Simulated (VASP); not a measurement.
Al12H: single point with PBE+D3(BJ)

System: Al12H, a slab with vacuum.

```
Al H
1.0
     5.63146    0.00000    0.00000
    -2.81573    4.87699    0.00000
     0.00000    0.00000   21.66843
Al H
12 1
Direct
  0.33333 0.16667 0.18460
  0.33333 0.66667 0.18460
  0.83333 0.16667 0.18460
  0.83333 0.66667 0.18460
  0.16667 0.33333 0.29005
  0.16667 0.83333 0.29005
  0.66667 0.33333 0.29005
  0.66667 0.83333 0.29005
  0.00000 0.00000 0.39543
  0.00000 0.50000 0.39543
  0.50000 0.00000 0.39543
  0.50000 0.50000 0.39543
  0.00000 0.00000 0.49696
```

```yaml
Program: VASP 6.6.1
Task: single point
Functional: PBE
Dispersion: D3(BJ)
Potentials_or_basis: VASP PAW PBE potentials, release 64 (Al, H)
Cutoff: 520 eV
k_mesh: 6 × 6 × 1
Occupations: gaussian, width 0.1 eV
Spin: no spin polarisation
Dipole_correction: yes
Further_INCAR_settings: ALGO = Normal; EDIFF = 1e-06; NBANDS = 30
```

- Largest force: 2.222 eV/Å
- Band gap on the k mesh: zero (an odd number of electrons rules out a gap without spin polarisation)
- Dispersion energy per atom: -0.226 eV

Forces on the atoms (eV/Å):
```
Al   0.056  0.033 -0.116
Al   0.000  0.000 -0.060
Al  -0.056  0.033 -0.116
Al   0.000 -0.065 -0.116
Al   0.000  0.170  0.050
Al   0.147 -0.085  0.050
Al   0.000  0.000 -0.088
Al  -0.147 -0.085  0.050
Al   0.000  0.000  2.222
Al  -0.039 -0.023 -0.025
Al   0.000  0.046 -0.025
Al   0.039 -0.023 -0.025
H    0.000  0.000 -1.802
```

Levels at points of the mesh, in eV from the Fermi level:
```tsv
k point	band 15	band 16	band 17	band 18	band 19	band 20	band 21	band 22	band 23	band 24
(0.00, 0.00, 0.00)	-2.79	-2.79	-1.32	-0.36	-0.36	-0.24	-0.14	-0.14	0.07	1.30
(0.50, 0.00, 0.00)	-0.54	-0.54	-0.45	-0.18	-0.05	0.96	1.00	1.31	1.40	1.74
```

Wall time 2.4 min on 1 thread of AMD EPYC 9R45 96-Core Processor (Zen 5) (shared host), peak memory 0.61 GiB.
